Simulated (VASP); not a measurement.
# Lu (P6_3/mmc) in VASP: a series of runs

Runs on Lu. Level: r2SCAN. Tasks: single point.

Program: VASP 6.6.1. These are calculated values, not measurements. Logs are shortened: lines on timing, memory, paths and dates and some standing lists are left out, and cuts for length are marked.

### Step 1. The cell of the first run

Symmetry: P6_3/mmc, No. 194, hexagonal system. Conventional cell: a = 3.505 Å, b = 3.505 Å, c = 5.451 Å, α = 90.00°, β = 90.00°, γ = 120.00°. Within 4.5 Å of Lu (site symmetry -6m2) lie 12 Lu at 3.39 to 3.50 Å.

### Step 2. Single point, r2SCAN

The input, POSCAR:

```
Lu
1.0
    3.5048427637      0.0000000000      0.0000000000
   -1.7524213819      3.0352828697      0.0000000000
    0.0000000000      0.0000000000      5.4508286542
Lu
2
Direct
    0.3333333333      0.6666666667      0.7500000000
    0.6666666667      0.3333333333      0.2500000000
```

The input, INCAR.step1:

```
PREC = Accurate
ENCUT = 520
ISMEAR = 0
SIGMA = 0.1
LREAL = F
LASPH = T
NELM = 80
NBANDS = 32
GGA = PE
ALGO = Normal
EDIFF = 1E-4
LWAVE = T
LCHARG = F
```

The input, INCAR.step2:

```
PREC = Accurate
ENCUT = 520
EDIFF = 1E-7
ISMEAR = 0
SIGMA = 0.1
LREAL = F
LASPH = T
NELM = 80
ALGO = Normal
ISIF = 2
LWAVE = F
LCHARG = T
METAGGA = R2SCAN
LMIXTAU = T
LELF = T
LVHAR = T
NBANDS = 32
ISTART = 1
```

The input, KPOINTS:

```
regular mesh
0
Gamma
  12 12 7
```

Potentials or basis: VASP PAW PBE potentials, release 64 (Lu).

Run with:

```bash
cat potpaw_PBE.64/Lu/POTCAR > POTCAR
cp INCAR.step1 INCAR
mpirun -np 1 vasp_std > vasp.out
cp INCAR.step2 INCAR
mpirun -np 1 vasp_std > vasp.out
```

OUTCAR:

```text
PREC = Accurate
   ENCUT = 520
   EDIFF = 1E-7
   ISMEAR = 0
   LREAL = F
   LASPH = T
   NELM = 80
   ISIF = 2
   METAGGA = R2SCAN
   ISTART = 1

 ion  position               nearest neighbor table
   1  0.333  0.667  0.750-   2 3.39   2 3.39   2 3.39   2 3.39   2 3.39   2 3.39
   2  0.667  0.333  0.250-   1 3.39   1 3.39   1 3.39   1 3.39   1 3.39   1 3.39

  LATTYP: Found a hexagonal cell.
 ALAT       =     3.5048427637
 C/A-ratio  =     1.5552277297

  Lattice vectors:

 A1 = (   3.5048427637,   0.0000000000,   0.0000000000)
 A2 = (  -1.7524213819,   3.0352828697,   0.0000000000)
 A3 = (   0.0000000000,   0.0000000000,   5.4508286542)

Analysis of symmetry for initial positions (statically):
=====================================================================
 Subroutine PRICEL returns:
 Original cell was already a primitive cell.

 Routine SETGRP: Setting up the symmetry group for a
 hexagonal supercell.

 Subroutine GETGRP returns: Found 24 space group operations
 (whereof 12 operations were pure point group operations)
 out of a pool of 24 trial point group operations.

The static configuration has the point symmetry D_3d.
 The point group associated with its full space group is D_6h.

Analysis of symmetry for dynamics (positions and initial velocities):
=====================================================================
 Subroutine PRICEL returns:
 Original cell was already a primitive cell.

 Routine SETGRP: Setting up the symmetry group for a
 hexagonal supercell.

 Subroutine GETGRP returns: Found 24 space group operations
 (whereof 12 operations were pure point group operations)
 out of a pool of 24 trial point group operations.

The dynamic configuration has the point symmetry D_3d.
 The point group associated with its full space group is D_6h.

 Subroutine INISYM returns: Found 24 space group operations
 (whereof 12 operations are pure point group operations),
 and found     1 'primitive' translations

----------------------------------------------------------------------------------------

                                     Primitive cell

  volume of cell :      57.9869

  direct lattice vectors                    reciprocal lattice vectors
[... 75 lines left out ...]
   NGX,Y,Z   is equivalent  to a cutoff of  13.28, 13.28, 12.81 a.u.
   NGXF,Y,Z  is equivalent  to a cutoff of  26.56, 26.56, 25.62 a.u.
 SYSTEM =  unknown system
   PREC   = accura    normal or accurate (medium, high low for compatibility)
   ISTART =      1    job   : 0-new  1-cont  2-samecut
   ICHARG =      0    charge: 1-file 2-atom 10-const
   ISPIN  =      1    spin polarized calculation?
   LNONCOLLINEAR =      F non collinear calculations
   LSORBIT =      F    spin-orbit coupling
   LASPH  =      T    aspherical Exc in radial PAW
   ENCUT  =  520.0 eV  38.22 Ry    6.18 a.u.   6.52  6.52 10.13*2*pi/ulx,y,z
   NELM   =     80;   NELMIN=  2; NELMDL=  0     # of ELM steps
   EDIFF  = 0.1E-06   stopping-criterion for ELM
   LREAL  =      F    real-space projection
   EDIFFG = 0.1E-05   stopping-criterion for IOM
   NSW    =      0    number of steps for IOM
   IBRION =     -1    ionic relax: 0-MD 1-quasi-New 2-CG
   NFREE  =      0    steps in history (QN), initial steepest desc. (CG)
   ISIF   =      2    stress and relaxation
   ISYM   =      2    0-nonsym 1-usesym 2-fastsym
   POTIM  = 0.5000    time-step for ionic-motion
   TEBEG  =    0.0;   TEEND  =   0.0 temperature during run
   PSTRESS=    0.0 pullay stress
   NELECT =      50.0000    total number of electrons
   NUPDOWN=      -1.0000    fix difference up-down
   EMIN   =  10.00;   EMAX   =-10.00  energy-range for DOS
   EFERMI =   0.00;   METHOD = LEGACY
   ISMEAR =     0;   SIGMA  =   0.10  broadening in eV -4-tet -1-fermi 0-gaus
   EFERMI_NEDOS =   21; number of points for ismear=-14 and -15
   IALGO  =     38    algorithm
   IMIX   =      4    mixing-type and parameters
     AMIX     =   0.40;   BMIX     =  1.00
     AMIX_MAG =   1.60;   BMIX_MAG =  1.00
  volume/ion in A,a.u.               =      28.99       195.66
  Fermi-wavevector in a.u.,A,eV,Ry     =   1.558194  2.944559 33.034501  2.427967
  Thomas-Fermi vector in A             =   2.661734
   LORBIT       =      0    0 simple, 1 ext, 2 COOP (PROOUT), +10 PAW based schemes
   METAGGA = R2SCAN    functional components
   LHFCALC =     F    Hartree Fock is set to
   AEXX    =    0.0000 exact exchange contribution
   IVDW    =     0    specifies the selected vdW correction
   LEPSILON=     F    determine dielectric tensor
   LRPA    =     F    only Hartree local field effects (RPA)
 non-spin polarized calculation
 Gauss-broadening in eV      SIGMA  =   0.10
  energy-cutoff  :      520.00
  volume of cell :       57.99
 maximum number of plane-waves:      1610
 NGX is ok and might be reduce to    28
   NGX = 13   NGY = 13   NGZ = 21

 number of electron      49.9999997 magnetization

 Free energy of the ion-electron system (eV)
  ---------------------------------------------------
  ext. energy  EPLUGINS =         0.00000000
  ---------------------------------------------------
  free energy    TOTEN  =       -76.12450756 eV

  energy without entropy =      -76.10924481  energy(sigma->0) =      -76.11687619

 E-fermi :   2.1736     XC(G=0): -11.6239

 val. band max:        2.1652591617   @ k =   0.4167   0.0000   0.2857
 cond. band min:       2.1811111168   @ k =   0.2500   0.2500   0.4286
 fundamental gap:      0.0158519551
 Fermi energy:         2.1736162558

 k-point     1 :       0.0000    0.0000    0.0000
  band No.  band energies     occupation
      1     -55.6916      2.00000
      2     -55.6515      2.00000
      3     -25.9997      2.00000
      4     -25.5442      2.00000
      5     -25.5442      2.00000
      6     -25.4560      2.00000
[... 829 lines left out ...]
     31       7.2582      0.00000
     32       7.5466      0.00000

 [... further k-points ...]
[... 5 lines left out ...]
  --------------------------------------------------------------------------------------
  -------------------------------------------------------------------------------------
  Total        0.1145834      0.1145834      0.1491934     -0.0000000      0.0000000     -0.0000000
  in kB        3.1659364      3.1659364      4.1222074     -0.0000000      0.0000000     -0.0000000
  external PRESSURE =       3.4846934 kB  Pullay stress =       0.0000000 kB

 VOLUME and BASIS-vectors are now :
 -----------------------------------------------------------------------------
  energy-cutoff  :      520.00
  volume of cell :       57.99
      direct lattice vectors                 reciprocal lattice vectors
     3.504842764  0.000000000  0.000000000     0.285319504  0.164729293  0.000000000
    -1.752421382  3.035282870  0.000000000     0.000000000  0.329458585  0.000000000
     0.000000000  0.000000000  5.450828654     0.000000000  0.000000000  0.183458344

 POSITION                                       TOTAL-FORCE (eV/Angst)
 -----------------------------------------------------------------------------------
     -0.00000      2.02352      4.08812        -0.000000      0.000000      0.000000
      1.75242      1.01176      1.36271         0.000000     -0.000000      0.000000
 -----------------------------------------------------------------------------------
    total drift:                               -0.000000      0.000000     -0.000000

  FREE ENERGIE OF THE ION-ELECTRON SYSTEM (eV)
  ---------------------------------------------------
  free  energy   TOTEN  =       -76.1245075587 eV

  energy  without entropy=      -76.1092448136  energy(sigma->0) =      -76.11687619
```

It took 21 min on 1 thread of Intel Xeon 8259CL, shared host; peak memory 0.27 GiB.

What came out:

* Free energy: -76.1245 eV
* Pressure: 0.3 GPa
* Band gap on the k mesh: zero (bands 25 and 26 overlap by 1.74 eV)

Caveat: the PAW data sets were made with another functional, which shifts forces and pressure a little; spin-orbit coupling is left out, which moves the levels of the heavy elements.

### Step 3. Single point, r2SCAN

POSCAR is that of step 2.

The input, INCAR.step1:

```
SYSTEM = Lu
  PREC = Accurate
  ENCUT = 520
  ISMEAR = 0
  SIGMA = 0.1
  LREAL = .False.
  LASPH = .True.
  NELM = 80
  NBANDS = 32
  GGA = PE
  ALGO = Normal
  EDIFF = 1E-4
  LWAVE = .True.
  LCHARG = .False.
```

The input, INCAR.step2:

```
SYSTEM = Lu
  PREC = Accurate
  ENCUT = 520
  EDIFF = 1E-7
  ISMEAR = 0
  SIGMA = 0.1
  LREAL = .False.
  LASPH = .True.
  NELM = 80
  ALGO = Normal
  ISIF = 2
  LWAVE = .False.
  LCHARG = .False.
  METAGGA = R2SCAN
  LMIXTAU = .True.
  NBANDS = 32
  ISTART = 1
```

The input, KPOINTS:

```
Automatic mesh
0
Gamma
  15 15 8
  0 0 0
```

Potentials or basis: VASP PAW PBE potentials, release 64 (Lu).

Run with:

```bash
cat potpaw_PBE.64/Lu/POTCAR > POTCAR
cp INCAR.step1 INCAR
mpirun -np 1 vasp_std > vasp.out
cp INCAR.step2 INCAR
mpirun -np 1 vasp_std > vasp.out
```

Wall time 32 min (1 thread of Intel Xeon 8259CL, shared host); peak memory 0.34 GiB.

The run converged. Its results:

| Quantity | Value |
| --- | --- |
| Free energy | -76.1221 eV |
| Pressure | 0.3 GPa |
| Band gap on the k mesh | zero (bands 25 and 26 overlap by 2.03 eV) |

Stress tensor (GPa, compression positive):
```
0.30 0.00 0.00
0.00 0.30 0.00
0.00 0.00 0.44
```

Levels at points of the mesh, in eV from the Fermi level:
| k point | band 21 | band 22 | band 23 | band 24 | band 25 | band 26 | band 27 | band 28 | band 29 | band 30 |
| --- | --- | --- | --- | --- | --- | --- | --- | --- | --- | --- |
| (0.00, 0.00, 0.00) | -5.04 | -5.02 | -5.02 | -2.39 | 0.59 | 2.44 | 2.44 | 2.96 | 3.26 | 3.26 |
| (0.00, 0.00, 0.50) | -5.02 | -5.02 | -4.53 | -4.53 | 1.38 | 1.38 | 2.35 | 2.35 | 2.35 | 2.35 |

Caveat: the PAW data sets were made with another functional, which shifts forces and pressure a little; spin-orbit coupling is left out, which moves the levels of the heavy elements.
